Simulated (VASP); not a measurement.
# BN: single point with r2SCAN

BN:

```xyz
4
Lattice="2.5010 0.0000 0.0000 -1.2505 2.1659 0.0000 0.0000 0.0000 7.0116" Properties=species:S:1:pos:R:3 pbc="T T T"
B     0.0000    1.4439    1.7529
B     1.2505    0.7220    5.2587
N     0.0000    1.4439    5.2587
N     1.2505    0.7220    1.7529
```

This cell differs from its parent crystal: strain +0.0200 x Voigt [0, 0, 1, 0, 0, 0].

```
Program                : VASP 6.6.1
Task                   : single point
Functional             : r2SCAN
Potentials or basis    : VASP PAW PBE potentials, release 64 (B, N)
Cutoff                 : 520 eV
k mesh                 : 12 × 12 × 4
Occupations            : gaussian, width 0.05 eV
Spin                   : no spin polarisation
Dipole correction      : no
Further INCAR settings : ALGO = Normal; EDIFF = 1e-06; NBANDS = 16
```

The pressure is 0.2 GPa. The band gap on the k mesh is 4.96 eV, indirect (least direct gap 5.38 eV).

Stress tensor (GPa, compression positive):
```
 0.65  0.00  0.00
 0.00  0.65  0.00
 0.00  0.00 -0.60
```

Levels at points of the mesh, in eV from the valence-band top:
| k point | band 4 | band 5 | band 6 | band 7 | band 8 | band 9 | band 10 | band 11 | band 12 | band 13 |
| --- | --- | --- | --- | --- | --- | --- | --- | --- | --- | --- |
| (0.00, 0.00, 0.00) | -4.51 | -1.35 | -1.35 | -1.33 | -1.33 | 5.28 | 10.33 | 12.35 | 12.35 | 12.43 |
| (0.50, 0.00, 0.00) | -9.22 | -4.29 | -4.25 | -1.30 | -0.55 | 4.96 | 6.12 | 10.20 | 10.74 | 13.03 |
| (0.00, 0.00, 0.50) | -5.43 | -1.34 | -1.34 | -1.34 | -1.34 | 7.46 | 7.46 | 12.39 | 12.39 | 12.39 |
| (0.50, 0.00, 0.50) | -9.25 | -4.27 | -4.27 | -0.92 | -0.92 | 5.37 | 5.37 | 10.63 | 10.63 | 14.00 |

Run time: 3.2 min on 1 thread of AMD EPYC 7R43 64-Core Processor (Zen 3), with other jobs on the host, peak memory 0.14 GiB.

Caveat: the cell differs from its parent crystal (strain +0.0200 x Voigt [0, 0, 1, 0, 0, 0]); the PAW data sets were made with another functional, which shifts forces and pressure a little. A k mesh can miss the band edges.
